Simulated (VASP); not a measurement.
Wanted: the native input for a VASP 6.6.1 run.

| Item | Value |
| --- | --- |
| Task | single point |
| Functional | LDA |
| Potentials or basis | VASP PAW LDA potentials, release 64 (Al) |
| Cutoff | 520 eV |
| k mesh | 9 × 9 × 2 |
| Occupations | methfessel-paxton, width 0.1 eV |
| Spin | no spin polarisation |
| Dipole correction | no |
| Further INCAR settings | ALGO = Normal; EDIFF = 1e-06; NBANDS = 14 |

The structure of Al lies in POSCAR:

```
Al
1.0
    2.8457565069      0.0000000000      0.0000000000
   -1.4228782534      2.4644974279      0.0000000000
    0.0000000000      0.0000000000      9.0246210566
Al
4
Direct
    0.0000000000      0.0000000000      0.0000000000
    0.0000000000      0.0000000000      0.5000000000
    0.3333333333      0.6666666667      0.2500000000
    0.6666666667      0.3333333333      0.7500000000
```

The input as run:

INCAR

```
SYSTEM = Al
ALGO = Normal
EDIFF = 1E-6
ENCUT = 520
ISIF = 2
ISMEAR = 1
LASPH = .True.
LCHARG = .False.
LREAL = .False.
LWAVE = .False.
NBANDS = 14
NELM = 60
PREC = Accurate
SIGMA = 0.1
```

KPOINTS

```
k-points
0
Gamma
  9 9 2
  0 0 0
```

Potentials or basis: VASP PAW LDA potentials, release 64 (Al).

Run with:

```console
$ cat potpaw_LDA.64/Al/POTCAR > POTCAR
$ mpirun -np 1 vasp_std > vasp.out
```

It gave:

```json
{"Pressure": "0.1 GPa", "Band gap on the k mesh": "zero (band 6 reaches 12.50 eV, above the bottom of band 7 at 6.79 eV)"}
```

Wall time 11 s on 1 thread of AMD EPYC 7R13 Processor (Zen 3), on a shared host, peak memory 0.13 GiB.
